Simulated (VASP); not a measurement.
Wanted: the native input for a VASP 6.6.1 run.

* Task: single point
* Functional: PBE
* Potentials or basis: VASP PAW PBE potentials, release 64 (In_d, O)
* Cutoff: 520 eV
* k mesh: 4 × 4 × 6
* Occupations: gaussian, width 0.1 eV
* Spin: no spin polarisation
* Dipole correction: no
* Further INCAR settings: ALGO = Normal; EDIFF = 1e-07; NBANDS = 41

The structure of In2O lies in POSCAR:

```
In2O
1.0
    7.2937995855      0.0000000000      0.0000000000
    0.0000000000      7.2937995855      0.0000000000
    0.0000000000      0.0000000000      3.1569515844
In O
4 2
Direct
    0.3391527950      0.3391527950      0.0000000000
    0.1608472050      0.8391527950      0.5000000000
    0.6608472050      0.6608472050      0.0000000000
    0.8391527950      0.1608472050      0.5000000000
    0.0000000000      0.0000000000      0.0000000000
    0.5000000000      0.5000000000      0.5000000000
```

These files were run (other wordings do the same):

INCAR

```
ALGO = Normal ; EDIFF = 1E-7
ENCUT = 520 ; GGA = PE
ISIF = 2 ; ISMEAR = 0
LASPH = True ; LCHARG = False
LREAL = False ; LWAVE = False
NBANDS = 41 ; NELM = 80
PREC = Accurate ; SIGMA = 0.1
```

KPOINTS

```
k-points
0
Gamma
  4 4 6
```

Potentials or basis: VASP PAW PBE potentials, release 64 (In_d, O).

Command:

```bash
$ cat potpaw_PBE.64/In_d/POTCAR potpaw_PBE.64/O/POTCAR > POTCAR
$ mpirun -np 1 vasp_std > vasp.out
```

Results of the run:

| Property | Result |
| --- | --- |
| Pressure | 0.1 GPa |
| Largest force | 0.036 eV/Å |
| Band gap on the k mesh | zero (bands 32 and 33 overlap by 1.20 eV) |

Caveat: spin-orbit coupling is left out, which moves the levels of the heavy elements.

It took 5.8 min on 1 thread of Intel Xeon 8259CL (shared host), peak memory 0.32 GiB.
